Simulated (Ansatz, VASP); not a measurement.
# Ta: VASP beside Ansatz

The input INCAR:

```
SYSTEM = Ta
ALGO = Fast
EDIFF = 1E-7
ENCUT = 520
GGA = PS
ISIF = 2
ISMEAR = 0
LASPH = .TRUE.
LCHARG = .FALSE.
LREAL = .FALSE.
LWAVE = .FALSE.
NBANDS = 12
NELM = 100
PREC = Accurate
SIGMA = 0.15
```

Contents of KPOINTS:

```
k-points
0
G
  22 22 22
  0 0 0
```

File POSCAR:

```
Ta
1.0
   -1.7432021208      1.7432021208      1.4817218027
    1.7432021208     -1.7432021208      1.4817218027
    1.7432021208      1.7432021208     -1.4817218027
Ta
1
Direct
    0.0000000000      0.0000000000      0.0000000000
```

Input for Ansatz:

```yaml
crystal:
  lattice:
    - [-1.7432021208, 1.7432021208, 1.4817218027]
    - [1.7432021208, -1.7432021208, 1.4817218027]
    - [1.7432021208, 1.7432021208, -1.4817218027]
  atoms:
    - { symbol: Ta, position: [0.0, 0.0, 0.0] }
basis:
  ecutwfc: 420
kpoints:
  mp_grid: { grid: [22, 22, 22] }
hamiltonian:
  xc: pbesol
scf:
  occupations: { method: gaussian, width: 0.15 }
output:
  forces: true
  stress: true
  eigenvalues: true
```

Alike in both runs: task single point; functional PBEsol; k mesh 22 × 22 × 22; occupations gaussian, width 0.15 eV; no spin polarisation.

```csv
,VASP,Ansatz
version,VASP 6.6.1,Ansatz 0.2.0
potentials or method,"VASP PAW PBE potentials, release 64 (Ta_pv), cutoff 520 eV","scalar-relativistic, plane waves, PAW"
valence electrons in the cell,11,13
```

|  | VASP | Ansatz | Ansatz less VASP |
| --- | --- | --- | --- |
| gap on the k mesh at the Fermi level (eV) | none | none | - |
| pressure (GPa) | -1.3 | -1.4 | -0.16 |
| traceless stress, the component that is largest in VASP (GPa) | 8.56 | 8.60 | +0.038 |

VASP's potentials were made for PBE, not for PBEsol. A gap of «none» marks a metal or a gap that the smearing closes. VASP's potentials hold 11 valence electrons a cell and Ansatz's 13, so a difference there can come from the potentials and not from the codes.

Spin-orbit coupling is off throughout.
